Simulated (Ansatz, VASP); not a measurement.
**InO in VASP and in Ansatz**

The input POSCAR:

```
InO
1.0
    3.1773246972      0.0000000000      0.0000000000
   -1.5886623486      2.7516439038      0.0000000000
    0.0000000000      0.0000000000     15.8771000000
In O
2 2
Direct
    0.6666666667      0.3333333333      0.5900210000
    0.6666666667      0.3333333333      0.4099790000
    0.0000000000      0.0000000000      0.6398670000
    0.0000000000      0.0000000000      0.3601330000
```

File INCAR.step1:

```
ALGO     = Normal         # electronic algorithm
EDIFF    = 1E-4           # SCF threshold, eV
ENCUT    = 520            # plane-wave cutoff, eV
GGA      = PE             # functional
ISMEAR   = 0              # smearing method
LASPH    = True           # aspherical terms in the spheres
LCHARG   = False          # write CHGCAR
LREAL    = False          # projectors in reciprocal space
LWAVE    = True           # write WAVECAR
NBANDS   = 27             # bands
NELM     = 60             # most SCF steps
PREC     = Accurate       # precision mode
SIGMA    = 0.05           # smearing width, eV
```

The input INCAR.step2:

```
ALGO     = Normal         # electronic algorithm
EDIFF    = 1E-6           # SCF threshold, eV
ENCUT    = 520            # plane-wave cutoff, eV
ISIF     = 2              # what is computed and relaxed
ISMEAR   = 0              # smearing method
ISTART   = 1            
LASPH    = True           # aspherical terms in the spheres
LCHARG   = False          # write CHGCAR
LMIXTAU  = True         
LREAL    = False          # projectors in reciprocal space
LWAVE    = False          # write WAVECAR
METAGGA  = R2SCAN         # meta-GGA
NBANDS   = 27             # bands
NELM     = 60             # most SCF steps
PREC     = Accurate       # precision mode
SIGMA    = 0.05           # smearing width, eV
```

File KPOINTS:

```
k-points
0
Gamma
  12 12 2
```

Input for Ansatz:

```yaml
crystal:
  lattice:
    - [3.1773246972, 0.0, 0.0]
    - [-1.5886623486, 2.7516439038, 0.0]
    - [0.0, 0.0, 15.8771]
  atoms:
    - { symbol: In, position: [0.6666666667, 0.3333333333, 0.590021] }
    - { symbol: In, position: [0.6666666667, 0.3333333333, 0.409979] }
    - { symbol: O, position: [0.0, 0.0, 0.639867] }
    - { symbol: O, position: [0.0, 0.0, 0.360133] }
basis:
  ecutwfc: 500
kpoints:
  mp_grid: { grid: [12, 12, 2] }
hamiltonian:
  xc: r2scan
scf:
  occupations: { method: gaussian, width: 0.05 }
output:
  forces: true
  stress: true
  eigenvalues: true
  write_density: true
  write_potential: true
  elf: true
  volumetric_format: npy
```

Change from the starting cell: strain -0.080 along x and y, +0.000 along z, atoms carried along.

Alike in both runs: task single point; functional r2SCAN; k mesh 12 × 12 × 2; occupations gaussian, width 0.05 eV; no spin polarisation.

```csv
,VASP,Ansatz
version,VASP 6.6.1,Ansatz 0.2.0
potentials or method,"VASP PAW PBE potentials, release 64 (In_d, O), cutoff 520 eV","scalar-relativistic, plane waves, PAW"
valence electrons in the cell,38,38
```

Ansatz gave:

* gap on the k mesh at the Fermi level (eV): 0.54
* least direct gap on the mesh (eV): 2.17
* rms of the force components (eV/Å): 1.074

Problem. Estimate VASP's values.

Solution. gap on the k mesh at the Fermi level (eV): 0.57; least direct gap on the mesh (eV): 2.18; rms of the force components (eV/Å): 1.117.

VASP's potentials were made for PBE, not for r2SCAN. Atom by atom the forces differ by 0.043 eV/Å (rms over components). With one functional, cell and mesh, what is left measures potentials, basis and numerics. Ansatz's warnings: xc potential rough in thin density.
